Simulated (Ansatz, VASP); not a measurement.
# One calculation of Ni, two programs

```
Ni
1.0
     0.00000    1.75969    1.75969
     1.75969    0.00000    1.75969
     1.75969    1.75969    0.00000
Ni
1
Cartesian
  0.0000 0.0000 0.0000
```

Alike in both runs: task single point; functional PBE; k mesh 15 × 15 × 15; collinear spin.

|  | VASP | Ansatz |
| --- | --- | --- |
| version | VASP 6.6.1 | Ansatz 0.2.0 |
| potentials or method | VASP PAW PBE potentials, release 64 (Ni), cutoff 520 eV | plane waves (420 eV) with PAW, scalar-relativistic |
| occupations | methfessel-paxton of order 1, width 0.01 eV | cold, width 0.01 eV |
| valence electrons in the cell | 10 | 18 |

|  | VASP | Ansatz | Ansatz less VASP |
| --- | --- | --- | --- |
| pressure (GPa) | -0.2 | 0.0 | +0.14 |
| net moment per atom (μB) | 0.64 | 0.67 | +0.028 |
| size of the moment on the site where the two differ most (μB) | 0.65 | 0.71 | +0.055 |

Site moments also hang on the region over which each program counts them. VASP's potentials hold 10 valence electrons a cell and Ansatz's 18, so a difference there can come from the potentials and not from the codes. Ansatz's warnings: stability check not made.
